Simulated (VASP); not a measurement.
Crystal: SiO2.

```
CELL_PARAMETERS angstrom
3.98693 0.00000 0.00000
0.00000 5.98731 0.00000
0.00000 0.00000 3.58502
ATOMIC_POSITIONS crystal
Si 0.00000 0.50000 0.50000
Si 0.50000 0.00000 0.50000
O 0.18995 0.47805 0.00000
O 0.81005 0.52195 0.00000
O 0.31005 0.97805 0.00000
O 0.68995 0.02195 0.00000
```

The cell was generated, and may not be a known phase.

- Program: VASP 6.6.1
- Task: relaxation of cell and atoms
- Functional: PBE
- Potentials or basis: VASP PAW PBE potentials, release 64 (Si, O)
- Cutoff: 600 eV
- k mesh: 4 × 4 × 6
- Occupations: gaussian, width 0.1 eV
- Spin: no spin polarisation

At the start: pressure 0.3 GPa; volume 14.26 Å³/atom.

Task: Where does the relaxation end?

Result: Over 76 steps the energy falls by 2107.3 meV/atom and the volume is 12.23 Å³/atom (-14.2 %); space group Pbam (No. 55, to 0.1 Å) before and after.

Step by step:
```csv
step,energy change (eV),largest force (eV/Å),pressure (GPa),volume (Å³)
1,0.0000,0.2039,0.32,85.58
3,-0.0026,0.0273,-0.46,85.74
5,-0.0205,0.4089,-0.33,84.17
7,-0.7736,3.8352,2.69,77.27
9,-6.0732,1.1886,48.54,52.45
11,-6.1193,1.2139,51.49,51.91
13,-6.5168,1.1998,47.71,52.41
15,-7.9185,1.4539,34.03,54.41
17,-10.4934,3.5198,-2.30,62.50
19,-10.8654,3.1299,-1.43,63.36
21,-10.5521,4.0696,43.09,65.63
23,-11.7743,0.4137,10.56,66.51
25,-12.0562,0.2530,-0.81,74.47
27,-12.1512,0.2798,-0.27,77.83
29,-12.1610,0.3384,1.35,78.26
31,-12.1828,0.3508,-0.57,80.14
33,-12.1880,0.3403,-2.00,81.53
35,-12.2109,0.2701,-2.44,82.51
37,-12.2372,0.7671,-5.53,86.93
39,-12.2631,0.3628,-3.71,85.36
41,-12.3238,0.2894,-0.63,86.38
43,-12.4540,0.3120,-2.57,86.97
45,-12.4833,0.2140,-0.79,85.74
47,-12.4974,0.3107,-0.74,84.94
49,-12.5081,0.0809,-4.59,80.25
51,-12.5333,0.1759,-2.72,82.01
53,-12.5799,0.0569,-1.61,78.55
55,-12.6015,0.0733,0.05,74.56
57,-12.6099,0.0377,0.59,74.76
59,-12.6166,0.0437,1.26,75.15
61,-12.6262,0.0857,-0.19,76.00
63,-12.6273,0.1179,-0.78,76.36
65,-12.6296,0.1112,-0.24,76.21
67,-12.6328,0.1003,-0.15,75.88
69,-12.6387,0.0727,0.24,74.37
71,-12.6396,0.0581,-0.36,74.35
73,-12.6419,0.1302,0.64,73.57
75,-12.6433,0.0163,0.33,73.32
76,-12.6435,0.0218,0.28,73.39
```

Final structure:
```yaml
crystal:
  lattice:
    - [4.97758, 0.00000, 0.00000]
    - [0.00000, 5.90673, 0.00000]
    - [0.00000, 0.00000, 2.49609]
  atoms:
    - { symbol: Si, position: [0.00000, 0.50000, 0.50000] }
    - { symbol: Si, position: [0.50000, 0.00000, 0.50000] }
    - { symbol: O, position: [0.18433, 0.38266, 0.00000] }
    - { symbol: O, position: [0.81567, 0.61734, 0.00000] }
    - { symbol: O, position: [0.31567, 0.88266, 0.00000] }
    - { symbol: O, position: [0.68433, 0.11734, 0.00000] }
```

Caveat: a cell axis changed by over 15 % at a fixed basis, so the end point is rough.
